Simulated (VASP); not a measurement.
# CuAu (P4/mmm) in VASP: further runs, part 2 of 2

VASP 6.6.1. The steps go on from the part before.

### Step 3. Relaxation of cell and atoms, PBE

This run uses another cell than the first one, of 14.55 Å³/atom, 0.970 times its volume.

Input file INCAR:

```
PREC = Accurate ; ENCUT = 600
EDIFF = 1E-6 ; ISMEAR = 0
SIGMA = 0.1 ; LREAL = F
LASPH = T ; NELM = 100
ALGO = Normal ; ISIF = 3
LWAVE = F ; LCHARG = F
GGA = PE ; IBRION = 2
NSW = 60 ; EDIFFG = -0.04
```

Input file KPOINTS:

```
Automatic mesh
0
Gamma
  6 6 6
```

Input file POSCAR:

```
CuAu
1.0
    2.8507022900      0.0000000000      0.0000000000
    0.0000000000      2.8507022900      0.0000000000
    0.0000000000      0.0000000000      3.5816087700
Cu Au
1 1
Direct
    0.5000000000      0.5000000000      0.5000000000
    0.0000000000      0.0000000000      0.0000000000
```

Potentials or basis: VASP PAW PBE potentials, release 64 (Cu, Au).

Launch:

```bash
> cat potpaw_PBE.64/Cu/POTCAR potpaw_PBE.64/Au/POTCAR > POTCAR
> mpirun -np 1 vasp_std > vasp.out
```

Wall time 3.3 min (1 thread of AMD EPYC 7R43 (Zen 3), shared host); peak memory 0.13 GiB.

It converged, with:

```yaml
Free_energy: -7.0749 eV
Relaxed_volume: 14.97 Å³/atom
Relaxed_cell: a = 3.091 Å, b = 3.091 Å, c = 3.132 Å, α = 90.00°, β = 90.00°, γ = 90.00°
Space_group_after_relaxing_to_0.05_Å: Pm-3m (No. 221)
Energy_gained_by_relaxing: 27.4 meV/atom
Ionic_steps: 14
Pressure_after_relaxing: -0.1 GPa
Band_gap_on_the_k_mesh: zero (band 11 reaches 12.86 eV, above the bottom of band 12 at 6.74 eV)
```

The path:
```
step  energy change (eV)  largest force (eV/Å)  pressure (GPa)  volume (Å³)
   1              0.0000                0.0000            5.14        29.11
   2             -0.0046                0.0000           -4.22        31.12
   3             -0.0170                0.0000           -0.22        30.17
   4             -0.0170                0.0000           -0.16        30.14
   5             -0.0185                0.0000           -0.10        30.13
   6             -0.0218                0.0000            0.01        30.08
   7             -0.0329                0.0000            0.56        29.95
   8             -0.0506                0.0000            1.73        29.57
   9             -0.0520                0.0000            1.13        29.69
  10             -0.0542                0.0000           -0.58        30.03
  11             -0.0542                0.0000           -0.48        30.00
  12             -0.0544                0.0000           -0.29        30.01
  13             -0.0545                0.0000           -0.54        30.03
  14             -0.0547                0.0000           -0.12        29.93
```

Final structure:
```cif
data_structure
_symmetry_space_group_name_H-M 'P 1'
_symmetry_Int_Tables_number 1
_cell_length_a 3.0912
_cell_length_b 3.0912
_cell_length_c 3.1324
_cell_angle_alpha 90.000
_cell_angle_beta 90.000
_cell_angle_gamma 90.000
_cell_volume 29.93
loop_
_atom_site_label
_atom_site_type_symbol
_atom_site_fract_x
_atom_site_fract_y
_atom_site_fract_z
_atom_site_occupancy
Cu1 Cu 0.50000 0.50000 0.50000 1
Au1 Au 0.00000 0.00000 0.00000 1
```

Levels at points of the mesh, in eV from the Fermi level:
| k point | band 8 | band 9 | band 10 | band 11 | band 12 | band 13 | band 14 | band 15 |
| --- | --- | --- | --- | --- | --- | --- | --- | --- |
| (0.00, 0.00, 0.00) | -2.17 | -1.60 | -1.58 | -1.58 | 6.53 | 6.94 | 6.94 | 11.73 |
| (0.50, 0.00, 0.00) | -2.63 | -2.60 | -2.28 | -1.52 | -1.50 | 12.53 | 12.80 | 13.20 |
| (0.50, 0.50, 0.00) | -1.97 | -1.37 | -1.37 | -0.55 | -0.55 | 2.81 | 5.09 | 12.93 |
| (0.00, 0.00, 0.50) | -2.59 | -2.59 | -2.27 | -1.69 | -1.59 | 12.65 | 13.07 | 13.07 |
| (0.50, 0.00, 0.50) | -1.98 | -1.38 | -1.38 | -0.64 | -0.63 | 2.68 | 4.97 | 13.24 |
| (0.50, 0.50, 0.50) | -2.44 | -1.97 | -1.95 | 4.53 | 4.70 | 5.61 | 5.61 | 5.67 |

Caveat: the k points lie up to 0.34 Å⁻¹ apart in the final cell; spin-orbit coupling is left out, which moves the levels of the heavy elements.

### Step 4. Single point, PBE

This run uses another cell than the first one, of 14.55 Å³/atom, 0.970 times its volume.

Input file INCAR:

```
PREC = Accurate
ENCUT = 600
EDIFF = 1E-6
ISMEAR = 0
SIGMA = 0.1
LREAL = False
LASPH = True
NELM = 120
ALGO = Normal
ISIF = 2
LWAVE = False
LCHARG = False
GGA = PE
NBANDS = 18
GGA_COMPAT = False
```

Input file KPOINTS:

```
regular mesh
0
Gamma
  6 6 6
```

POSCAR is that of step 3.

Potentials or basis: VASP PAW PBE potentials, release 64 (Cu, Au).

Launch:

```bash
> cat potpaw_PBE.64/Cu/POTCAR potpaw_PBE.64/Au/POTCAR > POTCAR
> mpirun -np 1 vasp_std > vasp.out
```

OUTCAR:

```text
PREC = Accurate
   ENCUT = 600
   EDIFF = 1E-6
   ISMEAR = 0
   LREAL = False
   LASPH = True
   NELM = 120
   ISIF = 2
   GGA = PE

 ion  position               nearest neighbor table
   1  0.500  0.500  0.500-   2 2.70   2 2.70   2 2.70   2 2.70   2 2.70   2 2.70   2 2.70   2 2.70

   2  0.000  0.000  0.000-   1 2.70   1 2.70   1 2.70   1 2.70   1 2.70   1 2.70   1 2.70   1 2.70

  LATTYP: Found a simple tetragonal cell.
 ALAT       =     2.8507022900
 C/A-ratio  =     1.2563952338

[... 694 lines left out ...]
------------------------ aborting loop because EDIFF is reached ----------------------------------------

  FORCE on cell =-STRESS in cart. coord.  units (eV):
  Direction    XX          YY          ZZ          XY          YZ          ZX
  --------------------------------------------------------------------------------------
  -------------------------------------------------------------------------------------
  Total        1.0737702      1.0737702      0.6591325      0.0000000      0.0000000     -0.0000000
  in kB       59.1071540     59.1071540     36.2828507      0.0000000      0.0000000     -0.0000000
  external PRESSURE =      51.4990529 kB  Pullay stress =       0.0000000 kB

 VOLUME and BASIS-vectors are now :
 -----------------------------------------------------------------------------
  energy-cutoff  :      600.00
  volume of cell :       29.11
      direct lattice vectors                 reciprocal lattice vectors
     2.850702290  0.000000000  0.000000000     0.350790752  0.000000000  0.000000000
     0.000000000  2.850702290  0.000000000     0.000000000  0.350790752  0.000000000
     0.000000000  0.000000000  3.581608770     0.000000000  0.000000000  0.279204141

 POSITION                                       TOTAL-FORCE (eV/Angst)
 -----------------------------------------------------------------------------------
      1.42535      1.42535      1.79080         0.000000      0.000000      0.000000
      0.00000      0.00000      0.00000         0.000000      0.000000      0.000000
 -----------------------------------------------------------------------------------
    total drift:                                0.000000      0.000000     -0.000000

  FREE ENERGIE OF THE ION-ELECTRON SYSTEM (eV)
  ---------------------------------------------------
  free  energy   TOTEN  =        -7.0201502837 eV

  energy  without entropy=       -7.0160937528  energy(sigma->0) =       -7.01812202
```

OSZICAR:

```text
N       E                     dE             d eps       ncg     rms          rms(c)
DAV:   1     0.139207837262E+03    0.13921E+03   -0.12049E+04  1536   0.190E+03
DAV:   2    -0.190009817090E+01   -0.14111E+03   -0.13187E+03  1472   0.320E+02
DAV:   3    -0.791601602342E+01   -0.60159E+01   -0.58865E+01  1676   0.759E+01
DAV:   4    -0.800759151614E+01   -0.91575E-01   -0.91474E-01  1820   0.766E+00
DAV:   5    -0.800965231498E+01   -0.20608E-02   -0.20607E-02  1812   0.118E+00    0.118E+01
DAV:   6    -0.759682558642E+01    0.41283E+00   -0.75207E+00  1536   0.767E+01    0.577E+00
DAV:   7    -0.707931350590E+01    0.51751E+00   -0.28010E+00  1790   0.817E+01    0.576E+00
DAV:   8    -0.702802117028E+01    0.51292E-01   -0.17776E-01  2098   0.988E+00    0.281E+00
DAV:   9    -0.702064385297E+01    0.73773E-02   -0.14236E-02  2162   0.255E+00    0.152E-01
DAV:  10    -0.702017364106E+01    0.47021E-03   -0.31851E-03  1826   0.788E-01    0.880E-02
DAV:  11    -0.702015800951E+01    0.15632E-04   -0.10279E-04  1940   0.116E-01    0.382E-02
DAV:  12    -0.702015057540E+01    0.74341E-05   -0.20015E-05  2050   0.152E-01    0.511E-03
DAV:  13    -0.702015028375E+01    0.29165E-06   -0.67905E-07   856   0.191E-02
   1 F= -.70201503E+01 E0= -.70181220E+01  d E =-.405653E-02
```

Wall time 20 s (1 thread of AMD EPYC 7R43 (Zen 3), shared host); peak memory 0.13 GiB.

What came out:

```yaml
Free_energy: -7.0202 eV
Pressure: 5.1 GPa
Band_gap_on_the_k_mesh: zero (band 11 reaches 13.91 eV, above the bottom of band 12 at 6.68 eV)
```

Levels at points of the mesh, in eV from the Fermi level:
| k point | band 9 | band 10 | band 11 | band 12 | band 13 | band 14 |
| --- | --- | --- | --- | --- | --- | --- |
| (0.00, 0.00, 0.00) | -1.64 | -1.42 | -1.42 | 2.80 | 8.88 | 9.56 |
| (0.50, 0.00, 0.00) | -2.40 | -2.17 | -0.93 | -0.30 | 10.02 | 10.04 |
| (0.50, 0.50, 0.00) | -1.28 | -1.28 | 0.50 | 0.50 | 4.81 | 6.67 |
| (0.00, 0.00, 0.50) | -2.32 | -2.32 | -2.19 | -1.99 | 14.11 | 14.40 |
| (0.50, 0.00, 0.50) | -1.49 | -1.45 | -0.96 | -0.94 | 2.69 | 4.58 |
| (0.50, 0.50, 0.50) | -1.72 | -1.65 | 5.24 | 5.57 | 5.57 | 5.91 |

Caveat: the k points lie up to 0.37 Å⁻¹ apart; spin-orbit coupling is left out, which moves the levels of the heavy elements.

### Step 5. The runs side by side

```tsv
task	cell	k mesh	cutoff (eV)	gap on the mesh (eV)	pressure (GPa)
single point	a = 2.869, b = 2.869, c = 3.646 Å, 2 atoms	18 × 18 × 18	520	none	-0.1
relaxation of cell and atoms	relaxed from a = 2.851, b = 2.851, c = 3.582 Å, 2 atoms	6 × 6 × 6	600	none	-0.1
single point	a = 2.851, b = 2.851, c = 3.582 Å, 2 atoms	6 × 6 × 6	600	none	5.1
```

Alike in all rows: level PBE; potentials or basis VASP PAW PBE potentials, release 64 (Cu, Au); no spin polarisation; smearing gaussian 0.1 eV.

Caveats: some runs use coarse meshes; spin-orbit coupling is left out, which moves the levels of the heavy elements.

Absolute energies hang on the potentials; compare differences alone.
